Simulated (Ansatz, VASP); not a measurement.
PtPb: VASP beside Ansatz

```
Pt Pb
1.0
     4.16324    0.00000    0.00000
    -2.08162    3.60547    0.00000
     0.00000    0.00000    5.34462
Pt Pb
2 2
Direct
  0.33333 0.66667 0.25000
  0.66667 0.33333 0.75000
  0.00000 0.00000 0.00000
  0.00000 0.00000 0.50000
```

Change from the starting cell: volume scaled by 0.94, PAW files.

Alike in both runs: task electric field gradients; functional LDA; k mesh 10 × 10 × 7; occupations fermi-dirac, width 0.05 eV; no spin polarisation.

|  | VASP | Ansatz |
| --- | --- | --- |
| version | VASP 6.6.1 | Ansatz 0.2.0 |
| potentials or method | VASP PAW LDA potentials, release 64 (Pt, Pb_d) | PAW with Ansatz's default frozen-core files, scalar-relativistic |
| plane-wave cutoff (eV) | 520 | 420 |
| valence electrons in the cell | 48 | 64 |

|  | VASP | Ansatz | Ansatz less VASP |
| --- | --- | --- | --- |
| pressure (GPa) | 16.6 | 16.2 | -0.48 |
| traceless stress, the component that is largest in VASP (GPa) | 20.38 | 20.46 | +0.088 |
| size of Vzz on the site where it differs most (V/Å²) | 8.5 | 86.3 | +77.78 |

LDA's correlation is that of Perdew and Zunger in VASP and of Perdew and Wang (1992) in Ansatz. One of these differences is far larger than is usual between the two programs; its cause wasn't traced. VASP's potentials hold 48 valence electrons a cell and Ansatz's 64, so a difference there can come from the potentials and not from the codes.

Neither program's run includes spin-orbit coupling.
